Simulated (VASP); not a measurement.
Set up this calculation in VASP 6.6.1, as the native input.

| Item | Value |
| --- | --- |
| Task | single point |
| Functional | LDA |
| Potentials or basis | VASP PAW LDA potentials, release 64 (Cs_sv, H) |
| Cutoff | 520 eV |
| k mesh | 8 × 8 × 8 |
| Occupations | tetrahedron |
| Spin | no spin polarisation |
| Dipole correction | no |
| Further INCAR settings | ALGO = Normal; EDIFF = 1e-06; NBANDS = 12 |

The structure of CsH lies in POSCAR:

```
CsH
1.0
    0.0000000000      3.3522000000      3.3522000000
    3.3522000000      0.0000000000      3.3522000000
    3.3522000000      3.3522000000      0.0000000000
Cs H
1 1
Direct
    0.0000000000      0.0000000000      0.0000000000
    0.2500000000      0.2500000000      0.2500000000
```

These files were run (other wordings do the same):

INCAR

```
PREC = Accurate
ENCUT = 520
EDIFF = 1E-6
ISMEAR = -5
SIGMA = 0.02
LREAL = F
LASPH = T
NELM = 80
ALGO = Normal
ISIF = 2
LWAVE = F
LCHARG = F
NBANDS = 12
```

KPOINTS

```
regular mesh
0
Gamma
  8 8 8
```

Potentials or basis: VASP PAW LDA potentials, release 64 (Cs_sv, H).

Command:

```bash
$ cat potpaw_LDA.64/Cs_sv/POTCAR potpaw_LDA.64/H/POTCAR > POTCAR
$ mpirun -np 1 vasp_std > vasp.out
```

Results of the run:

The pressure is 0.0 GPa and the band gap on the k mesh is 2.42 eV, indirect (least direct gap 2.52 eV).

Caveat: spin-orbit coupling is left out, which moves the levels of the heavy elements.

It took 14 s on 1 thread of AMD EPYC 9R14 (Zen 4), with other jobs on the host, peak memory 0.14 GiB.
